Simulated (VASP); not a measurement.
A run of VASP 6.6.1 is set up as follows.

File INCAR:

```
ALGO = Normal
EDIFF = 1E-6
ENCUT = 500
GGA = PE
GGA_COMPAT = F
ISIF = 2
ISMEAR = 0
LASPH = T
LCHARG = F
LREAL = F
LWAVE = F
NBANDS = 16
NELM = 120
PREC = Accurate
SIGMA = 0.02
```

The input KPOINTS:

```
k-points
0
Gamma
  8 6 8
```

POSCAR

```
AlP
1.0
    3.8942773809      0.0000000000      0.0000000000
    0.0000000000      5.5073398878      0.0000000000
    0.0000000000      0.0000000000      3.8942773809
Al P
2 2
Direct
    0.0000000000      0.0000000000      0.0000000000
    0.5000000000      0.5000000000      0.5000000000
    0.0000000000      0.2500000000      0.5000000000
    0.5000000000      0.7500000000      0.0000000000
```

Potentials or basis: VASP PAW PBE potentials, release 64 (Al, P).

Launch:

```console
$ cat potpaw_PBE.64/Al/POTCAR potpaw_PBE.64/P/POTCAR > POTCAR
$ mpirun -np 1 vasp_std > vasp.out
```

(1) Predict the band gap on the k mesh.

(2) Predict the pressure.

## Answers

(1) 1.63 eV.

(2) -0.1 GPa.
